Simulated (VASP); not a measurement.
# Zn6CO6F2 in VASP: further runs

Zn6CO6F2 is run at these levels: PBE; tasks: single point.

Everything below comes from runs of VASP 6.6.1. Logs are shortened: lines on timing, memory, paths and dates and some standing lists are left out, and cuts for length are marked.

**1. The cell of the first run**

The cell holds a slab with vacuum, 15 atoms: a = 5.804 Å, b = 6.208 Å, c = 17.587 Å, α = 90.00°, β = 90.00°, γ = 117.87°.

**2. Single point, PBE**

The input, INCAR:

```
PREC = Accurate
ENCUT = 520
EDIFF = 1E-7
ISMEAR = 0
SIGMA = 0.02
LREAL = Auto
LASPH = T
NELM = 80
ALGO = Normal
ISIF = 2
LWAVE = F
LCHARG = F
GGA = PE
NBANDS = 76
```

The input, KPOINTS:

```
Automatic mesh
0
Gamma
  2 2 1
```

The input, POSCAR:

```
Zn6CO6F2
1.0
    5.8041020000      0.0000000000      0.0000000000
   -2.9020510000      5.4880210000      0.0000000000
    0.0000000000      0.0000000000     17.5870760000
Zn O C F
6 6 1 2
Direct
    0.3333333000      0.0000000000      0.0568599000
    0.4797936078      0.5273189430      0.0957719309
    0.9841539461      0.1247478791      0.1349867757
    1.0169227817      0.5952644474      0.1694551520
    0.4551622844      0.1493554543      0.2221886851
    0.5701290997      0.6843836411      0.2427353378
    0.2898653377      0.7150285934      0.0906564810
    0.2410513765      0.2340181082      0.0426338415
    0.7981979610      0.7652528606      0.1534932680
    0.7502811392      0.2578313961      0.1562530919
    0.2052677017      0.8223994079      0.2631083013
    0.3035255954      0.3569628994      0.2020317239
    0.3781910941      0.7967557067      0.3105850154
    0.5402156988      1.0420148425      0.3409427612
    0.2528120746      0.6620333889      0.3724969688
```

Potentials or basis: VASP PAW PBE potentials, release 64 (Zn, O, C, F).

On the command line:

```sh
$ cat potpaw_PBE.64/Zn/POTCAR potpaw_PBE.64/O/POTCAR potpaw_PBE.64/C/POTCAR potpaw_PBE.64/F/POTCAR > POTCAR
$ mpirun -np 1 vasp_std > vasp.out
```

OUTCAR:

```text
PREC = Accurate
   ENCUT = 520
   EDIFF = 1E-7
   ISMEAR = 0
   LREAL = Auto
   LASPH = T
   NELM = 80
   ISIF = 2
   GGA = PE

 ion  position               nearest neighbor table
   1  0.333  0.000  0.057-   7 1.77   8 1.79   3 2.84   5 3.03
   2  0.480  0.527  0.096-   8 1.94   7 1.94   9 2.02  12 2.16   6 2.73   3 2.88
   3  0.984  0.125  0.135-  10 1.93   9 2.00   8 2.09  12 2.10   1 2.84   2 2.88   4 2.90
   4  0.017  0.595  0.169-  10 1.95   7 1.97   9 2.01  11 2.11   3 2.90
   5  0.455  0.149  0.222-  12 1.90  10 1.91  11 2.00  14 2.31  13 2.55   1 3.03
   6  0.570  0.684  0.243-   9 1.96  13 1.97  12 2.02   2 2.73
   7  0.290  0.715  0.091-   1 1.77   2 1.94   4 1.97
   8  0.241  0.234  0.043-   1 1.79   2 1.94   3 2.09
   9  0.798  0.765  0.153-   6 1.96   3 2.00   4 2.01   2 2.02
  10  0.750  0.258  0.156-   5 1.91   3 1.93   4 1.95
  11  0.205  0.822  0.263-  13 1.37   5 2.00   4 2.11
  12  0.304  0.357  0.202-   5 1.90   6 2.02   3 2.10   2 2.16
  13  0.378  0.797  0.311-  15 1.36  11 1.37  14 1.47   6 1.97   5 2.55
  14  0.540  0.042  0.341-  13 1.47   5 2.31
  15  0.253  0.662  0.372-  13 1.36

  LATTYP: Found a base centered orthorhombic cell.
 ALAT       =     5.8041020000
 B/A-ratio  =     1.8910835819
 C/A-ratio  =     3.0301114625

  Lattice vectors:

 A1 = (   2.9020510000,  -5.4880210000,   0.0000000000)
 A2 = (   2.9020510000,   5.4880210000,   0.0000000000)
 A3 = (   0.0000000000,   0.0000000000,  17.5870760000)

Analysis of symmetry for initial positions (statically):
=====================================================================
 Subroutine PRICEL returns:
 Original cell was already a primitive cell.

 Routine SETGRP: Setting up the symmetry group for a
 base centered orthorhombic supercell.

 Subroutine GETGRP returns: Found  1 space group operations
 (whereof  1 operations were pure point group operations)
 out of a pool of  8 trial point group operations.

The static configuration has the point symmetry C_1 .

Analysis of symmetry for dynamics (positions and initial velocities):
=====================================================================
 Subroutine PRICEL returns:
 Original cell was already a primitive cell.

 Routine SETGRP: Setting up the symmetry group for a
 base centered orthorhombic supercell.

 Subroutine GETGRP returns: Found  1 space group operations
 (whereof  1 operations were pure point group operations)
 out of a pool of  8 trial point group operations.

The dynamic configuration has the point symmetry C_1 .

 Subroutine INISYM returns: Found  1 space group operations
 (whereof  1 operations are pure point group operations),
 and found     1 'primitive' translations

----------------------------------------------------------------------------------------

                                     Primitive cell

  volume of cell :     560.2017

  direct lattice vectors                    reciprocal lattice vectors
     5.804102000  0.000000000  0.000000000     0.172291941  0.091107523  0.000000000
    -2.902051000  5.488021000  0.000000000     0.000000000  0.182215046  0.000000000
     0.000000000  0.000000000 17.587076000     0.000000000  0.000000000  0.056859935

  length of vectors
     5.804102000  6.208081387 17.587076000     0.194897649  0.182215046  0.056859935

  position of ions in fractional coordinates (direct lattice)
     0.333333300  0.000000000  0.056859900
     0.479793608  0.527318943  0.095771931
     0.984153946  0.124747879  0.134986776
     0.016922782  0.595264447  0.169455152
     0.455162284  0.149355454  0.222188685
     0.570129100  0.684383641  0.242735338
     0.289865338  0.715028593  0.090656481
     0.241051377  0.234018108  0.042633841
     0.798197961  0.765252861  0.153493268
     0.750281139  0.257831396  0.156253092
     0.205267702  0.822399408  0.263108301
     0.303525595  0.356962899  0.202031724
     0.378191094  0.796755707  0.310585015
     0.540215699  0.042014843  0.340942761
     0.252812075  0.662033389  0.372496969

  ion indices of the primitive-cell ions
   primitive index   ion index
                 1           1
                 2           2
                 3           3
                 4           4
                 5           5
                 6           6
                 7           7
                 8           8
                 9           9
                10          10
                11          11
                12          12
                13          13
                14          14
                15          15

----------------------------------------------------------------------------------------

 KPOINTS: Automatic mesh

Automatic generation of k-mesh.
 Grid dimensions read from file:
 generate k-points for:    2    2    1

 Generating k-lattice:

  Cartesian coordinates                     Fractional coordinates (reciprocal lattice)
     0.086145971  0.045553762  0.000000000     0.500000000  0.000000000  0.000000000
     0.000000000  0.091107523  0.000000000     0.000000000  0.500000000  0.000000000
     0.000000000  0.000000000  0.056859935     0.000000000  0.000000000  1.000000000

  Length of vectors
     0.097448825  0.091107523  0.056859935

  Shift w.r.t. Gamma in fractional coordinates (k-lattice)
     0.000000000  0.000000000  0.000000000

 Subroutine IBZKPT returns following result:
 ===========================================

 Found      4 irreducible k-points:

 Following reciprocal coordinates:
            Coordinates               Weight
  0.000000  0.000000  0.000000      1.000000
  0.500000 -0.000000  0.000000      1.000000
  0.500000  0.500000  0.000000      1.000000
  0.000000  0.500000  0.000000      1.000000
   k-points           NKPTS =      4   k-points in BZ     NKDIM =      4   number of bands    NBANDS=     76
   number of dos      NEDOS =    301   number of ions     NIONS =     15
   total plane-waves  NPLWV = 322560
   dimension x,y,z NGX =    48 NGY =   48 NGZ =  140
   dimension x,y,z NGXF=    96 NGYF=   96 NGZF=  280
   ions per type =               6   6   1   2
   NGX,Y,Z   is equivalent  to a cutoff of  13.75, 12.85, 13.23 a.u.
   NGXF,Y,Z  is equivalent  to a cutoff of  27.50, 25.71, 26.47 a.u.
 SYSTEM =  unknown system
   PREC   = accura    normal or accurate (medium, high low for compatibility)
   ISTART =      0    job   : 0-new  1-cont  2-samecut
   ICHARG =      2    charge: 1-file 2-atom 10-const
   ISPIN  =      1    spin polarized calculation?
   LNONCOLLINEAR =      F non collinear calculations
   LSORBIT =      F    spin-orbit coupling
   LASPH  =      T    aspherical Exc in radial PAW
   ENCUT  =  520.0 eV  38.22 Ry    6.18 a.u.  10.79 11.54 32.70*2*pi/ulx,y,z
   NELM   =     80;   NELMIN=  2; NELMDL= -5     # of ELM steps
   EDIFF  = 0.1E-06   stopping-criterion for ELM
   LREAL  =      T    real-space projection
   EDIFFG = 0.1E-05   stopping-criterion for IOM
   NSW    =      0    number of steps for IOM
   IBRION =     -1    ionic relax: 0-MD 1-quasi-New 2-CG
   NFREE  =      0    steps in history (QN), initial steepest desc. (CG)
   ISIF   =      2    stress and relaxation
   ISYM   =      2    0-nonsym 1-usesym 2-fastsym
   POTIM  = 0.5000    time-step for ionic-motion
   TEBEG  =    0.0;   TEEND  =   0.0 temperature during run
   PSTRESS=    0.0 pullay stress
   NELECT =     126.0000    total number of electrons
   NUPDOWN=      -1.0000    fix difference up-down
   EMIN   =  10.00;   EMAX   =-10.00  energy-range for DOS
   EFERMI =   0.00;   METHOD = LEGACY
   ISMEAR =     0;   SIGMA  =   0.02  broadening in eV -4-tet -1-fermi 0-gaus
   EFERMI_NEDOS =   21; number of points for ismear=-14 and -15
   IALGO  =     38    algorithm
   IMIX   =      4    mixing-type and parameters
     AMIX     =   0.40;   BMIX     =  1.00
     AMIX_MAG =   1.60;   BMIX_MAG =  1.00
  volume/ion in A,a.u.               =      37.35       252.03
  Fermi-wavevector in a.u.,A,eV,Ry     =   0.995597  1.881405 13.486274  0.991213
  Thomas-Fermi vector in A             =   2.127628
   LORBIT       =      0    0 simple, 1 ext, 2 COOP (PROOUT), +10 PAW based schemes
   GGA     = PE    functional components
   LHFCALC =     F    Hartree Fock is set to
   AEXX    =    0.0000 exact exchange contribution
   IVDW    =     0    specifies the selected vdW correction
   LEPSILON=     F    determine dielectric tensor
   LRPA    =     F    only Hartree local field effects (RPA)
 non-spin polarized calculation
 Gauss-broadening in eV      SIGMA  =   0.02
  energy-cutoff  :      520.00
  volume of cell :      560.20
 maximum number of plane-waves:     15095
 NGX is ok and might be reduce to    48
   NGX = 21   NGY = 23   NGZ = 65

 number of electron     126.0000021 magnetization

 Free energy of the ion-electron system (eV)
  ---------------------------------------------------
  ext. energy  EPLUGINS =         0.00000000
  ---------------------------------------------------
  free energy    TOTEN  =       -65.88047081 eV

  energy without entropy =      -65.88047081  energy(sigma->0) =      -65.88047081

 E-fermi :  -3.7945     XC(G=0):  -4.1209

 val. band max:       -3.9692202795   @ k =   0.5000  -0.0000   0.0000
 cond. band min:      -2.1807782389   @ k =   0.0000   0.0000   0.0000
 fundamental gap:      1.7884420406
 Fermi energy:        -3.7944924747

 k-point     1 :       0.0000    0.0000    0.0000
  band No.  band energies     occupation
      1     -29.3012      2.00000
      2     -27.7057      2.00000
      3     -23.7113      2.00000
      4     -21.6996      2.00000
      5     -21.2241      2.00000
      6     -20.9342      2.00000
[... 67 lines left out ...]
     74       3.0083      0.00000
     75       3.1044      0.00000

 k-point     2 :       0.5000   -0.0000    0.0000
  band No.  band energies     occupation
      1     -29.3003      2.00000
      2     -27.7069      2.00000
      3     -23.7076      2.00000
      4     -21.5276      2.00000
      5     -21.3751      2.00000
      6     -20.9022      2.00000
[... 67 lines left out ...]
     74       3.1540      0.00000
     75       3.4148      0.00000

 k-point     3 :       0.5000    0.5000    0.0000
  band No.  band energies     occupation
      1     -29.3009      2.00000
      2     -27.7058      2.00000
      3     -23.7069      2.00000
      4     -21.5426      2.00000
      5     -21.1972      2.00000
      6     -21.1008      2.00000
[... 67 lines left out ...]
     74       3.1790      0.00000
     75       3.5480      0.00000

 k-point     4 :       0.0000    0.5000    0.0000
  band No.  band energies     occupation
      1     -29.3003      2.00000
      2     -27.7070      2.00000
      3     -23.7081      2.00000
      4     -21.5466      2.00000
      5     -21.2351      2.00000
      6     -21.0981      2.00000
[... 67 lines left out ...]
     74       3.1916      0.00000
     75       3.4824      0.00000
 [bands above 75 left out]

------------------------ aborting loop because EDIFF is reached ----------------------------------------

  FORCE on cell =-STRESS in cart. coord.  units (eV):
  Direction    XX          YY          ZZ          XY          YZ          ZX
  --------------------------------------------------------------------------------------
  -------------------------------------------------------------------------------------
  Total        3.5525559      3.7040719      0.7655524     -4.7166615     -0.2829543     -0.0434420
  in kB       10.1603125     10.5936483      2.1894805    -13.4896554     -0.8092495     -0.1242441
  external PRESSURE =       7.6478138 kB  Pullay stress =       0.0000000 kB

 VOLUME and BASIS-vectors are now :
 -----------------------------------------------------------------------------
  energy-cutoff  :      520.00
  volume of cell :      560.20
      direct lattice vectors                 reciprocal lattice vectors
     5.804102000  0.000000000  0.000000000     0.172291941  0.091107523  0.000000000
    -2.902051000  5.488021000  0.000000000     0.000000000  0.182215046  0.000000000
     0.000000000  0.000000000 17.587076000     0.000000000  0.000000000  0.056859935

 POSITION                                       TOTAL-FORCE (eV/Angst)
 -----------------------------------------------------------------------------------
      1.93470      0.00000      1.00000         0.087845      0.035785     -0.049565
      1.25446      2.89394      1.68435         0.048496      0.023461     -0.019213
      5.35011      0.68462      2.37402         0.034952     -0.023044     -0.011301
     -1.62927      3.26682      2.98022         0.022177      0.015959      0.035155
      2.20837      0.81967      3.90765         0.012558      0.000763      0.016269
      1.32297      3.75591      4.26900        -0.002673      0.007973      0.061082
     -0.39264      3.92409      1.59438         0.036600     -0.103855      0.019322
      0.71995      1.28430      0.74980        -0.125435      0.066924     -0.086164
      2.41202      4.19972      2.69950         0.013445      0.028914     -0.033618
      3.60647      1.41498      2.74804        -0.053770     -0.026737     -0.027883
     -1.19525      4.51335      4.62731        -0.143445     -0.017616     -0.072705
      0.72577      1.95902      3.55315        -0.059525      0.014480      0.022516
     -0.11717      4.37261      5.46228         0.183146     -0.023753     -0.238835
      3.01354      0.23058      5.99619         0.033919      0.203674      0.085301
     -0.45391      3.63325      6.55113        -0.088289     -0.202928      0.299640
 -----------------------------------------------------------------------------------
    total drift:                               -0.001397     -0.000980      0.005627

  FREE ENERGIE OF THE ION-ELECTRON SYSTEM (eV)
  ---------------------------------------------------
  free  energy   TOTEN  =       -65.8804708074 eV

  energy  without entropy=      -65.8804708074  energy(sigma->0) =      -65.88047081
```

It took 7.3 min on 1 thread of AMD EPYC 9R45 (Zen 5), shared host; peak memory 0.69 GiB.

What came out:

- Free energy: -65.8805 eV
- Largest force: 0.373 eV/Å
- Band gap on the k mesh: 1.79 eV (least direct gap 2.00 eV)

Forces in eV/Å, atoms in the order of the input:
```
Zn   0.088  0.036 -0.050
Zn   0.048  0.023 -0.019
Zn   0.035 -0.023 -0.011
Zn   0.022  0.016  0.035
Zn   0.013  0.001  0.016
Zn  -0.003  0.008  0.061
O    0.037 -0.104  0.019
O   -0.125  0.067 -0.086
O    0.013  0.029 -0.034
O   -0.054 -0.027 -0.028
O   -0.143 -0.018 -0.073
O   -0.060  0.014  0.023
C    0.183 -0.024 -0.239
F    0.034  0.204  0.085
F   -0.088 -0.203  0.300
```

Caveat: the k points lie up to 0.61 Å⁻¹ apart.

**3. Single point, PBE**

The input, INCAR:

```
  ALGO = Normal
  EDIFF = 1E-6
  ENCUT = 520
  GGA = PE
  ISIF = 2
  ISMEAR = 0
  LASPH = T
  LCHARG = F
  LREAL = Auto
  LWAVE = F
  NBANDS = 76
  NELM = 60
  PREC = Accurate
  SIGMA = 0.02
```

The input, KPOINTS:

```
k-points
0
Gamma
  2 2 1
```

The input, POSCAR:

```
Zn6CO6F2
1.0
    5.8041020000      0.0000000000      0.0000000000
   -2.9020510000      5.4880210000      0.0000000000
    0.0000000000      0.0000000000     17.5870760000
Zn O C F
6 6 1 2
Direct
    0.3333333500      0.0000000000      0.0568599400
    0.3467152475      0.4794732596      0.0721716403
    0.9100572691      0.0493559918      0.1166816367
    0.8523527782      0.5134895137      0.1281919405
    0.4440821526      0.1325098683      0.2187716794
    0.4556103745      0.5781486029      0.2280819158
    0.1643335958      0.6659316847      0.0742751135
    0.1553369128      0.1701490970      0.0266901931
    0.6614436396      0.6998825441      0.1304913542
    0.6412947679      0.1594679911      0.1239342330
    0.3876584900      0.9456713759      0.3137188937
    0.2039281497      0.2524813851      0.1907503987
    0.4020414339      0.7540744002      0.3139147758
   -0.2592615976      0.4646336006      0.2523863622
    0.3699015541      0.6511130176      0.3831986025
```

Potentials or basis: VASP PAW PBE potentials, release 64 (Zn, O, C, F).

On the command line:

```sh
$ cat potpaw_PBE.64/Zn/POTCAR potpaw_PBE.64/O/POTCAR potpaw_PBE.64/C/POTCAR potpaw_PBE.64/F/POTCAR > POTCAR
$ mpirun -np 1 vasp_std > vasp.out
```

Wall time 6.4 min (1 thread of AMD EPYC 9R45 (Zen 5), shared host); peak memory 0.69 GiB.

Results (log left out):

```
Free energy            : -67.3736 eV
Largest force          : 0.383 eV/Å
Band gap on the k mesh : 1.80 eV
```

Forces on the atoms (eV/Å):
```
Zn   0.050  0.018 -0.020
Zn   0.039  0.015 -0.010
Zn   0.008 -0.001  0.018
Zn   0.004 -0.010  0.051
Zn   0.009 -0.042  0.039
Zn  -0.020  0.037  0.055
O    0.000 -0.012 -0.030
O   -0.060 -0.014 -0.123
O   -0.012  0.038 -0.012
O    0.016 -0.020 -0.024
O   -0.199  0.327  0.007
O   -0.091 -0.030 -0.021
C    0.169 -0.187 -0.264
F    0.054  0.038  0.018
F    0.035 -0.156  0.315
```

Levels at points of the mesh, in eV from the valence-band top:
```
           k point  band 60  band 61  band 62  band 63  band 64  band 65  band 66  band 67
(0.00, 0.00, 0.00)    -0.70    -0.30    -0.24     0.00     1.80     3.05     4.14     5.15
(0.50, 0.00, 0.00)    -0.75    -0.51    -0.37    -0.25     3.02     3.57     4.14     4.40
(0.50, 0.50, 0.00)    -0.89    -0.75    -0.54    -0.20     2.96     3.57     3.85     4.58
(0.00, 0.50, 0.00)    -0.84    -0.54    -0.38    -0.18     2.92     3.47     3.86     4.48
```

Caveat: the k points lie up to 0.61 Å⁻¹ apart.

**4. Single point, PBE**

The input, INCAR:

```
SYSTEM = Zn6CO6F2
  ALGO = Normal
  EDIFF = 1E-6
  ENCUT = 520
  GGA = PE
  ISIF = 2
  ISMEAR = 0
  LASPH = .True.
  LCHARG = .True.
  LELF = .True.
  LREAL = Auto
  LVHAR = .True.
  LWAVE = .False.
  NBANDS = 76
  NELM = 100
  PREC = Accurate
  SIGMA = 0.02
```

The input, KPOINTS:

```
k-points
0
Gamma
  2 2 1
  0 0 0
```

The input, POSCAR:

```
Zn6CO6F2
1.0
    5.8041020000      0.0000000000      0.0000000000
   -2.9020510000      5.4880210000      0.0000000000
    0.0000000000      0.0000000000     17.5870760000
Zn O C F
6 6 1 2
Direct
    0.3333332185      0.0000000000      0.0568598782
    0.4797936420      0.5273188641      0.0957719180
    0.9841539170      0.1247478827      0.1349867937
    1.0169228413      0.5952644861      0.1694551727
    0.4551622653      0.1493554780      0.2221886685
    0.5701290809      0.6843836786      0.2427353473
    0.2898654225      0.7150286050      0.0906564570
    0.2410512997      0.2340180550      0.0426338636
    0.7981980591      0.7652529026      0.1534932811
    0.7502810597      0.2578313749      0.1562530918
    0.2052677412      0.8223993676      0.2631083189
    0.3035256097      0.3569629198      0.2020317078
    0.3781910912      0.7967556975      0.3105850000
    0.5402157021      1.0420147809      0.3409427468
    0.2528119912      0.6620333632      0.3724969972
```

On the command line:

```sh
$ cat potpaw_PBE.64/Zn/POTCAR potpaw_PBE.64/O/POTCAR potpaw_PBE.64/C/POTCAR potpaw_PBE.64/F/POTCAR > POTCAR
$ mpirun -np 1 vasp_std > vasp.out
```

Run time: 6.9 min. Hardware: 1 thread of AMD EPYC 9R45 (Zen 5), shared host; peak memory 0.69 GiB.

Results (log left out):

```
Free energy            : -65.8805 eV
Largest force          : 0.373 eV/Å
Band gap on the k mesh : 1.79 eV (least direct gap 2.00 eV)
```

Forces in eV/Å, atoms in the order of the input:
```
Zn   0.088  0.036 -0.050
Zn   0.048  0.023 -0.019
Zn   0.035 -0.023 -0.011
Zn   0.022  0.016  0.035
Zn   0.013  0.001  0.016
Zn  -0.003  0.008  0.061
O    0.037 -0.104  0.019
O   -0.125  0.067 -0.086
O    0.013  0.029 -0.034
O   -0.054 -0.027 -0.028
O   -0.143 -0.018 -0.073
O   -0.060  0.014  0.023
C    0.183 -0.024 -0.239
F    0.034  0.204  0.085
F   -0.088 -0.203  0.300
```

Levels at points of the mesh, in eV from the valence-band top:
| k point | band 61 | band 62 | band 63 | band 64 | band 65 | band 66 |
| --- | --- | --- | --- | --- | --- | --- |
| (0.00, 0.00, 0.00) | -0.47 | -0.38 | -0.21 | 1.79 | 3.84 | 4.58 |
| (0.50, 0.00, 0.00) | -0.66 | -0.52 | 0.00 | 3.39 | 3.52 | 4.46 |
| (0.50, 0.50, 0.00) | -0.65 | -0.43 | -0.02 | 3.14 | 3.76 | 4.08 |
| (0.00, 0.50, 0.00) | -0.50 | -0.46 | -0.22 | 3.30 | 3.60 | 4.17 |

Caveat: the k points lie up to 0.61 Å⁻¹ apart.

(Continued in part 2 of 2.)
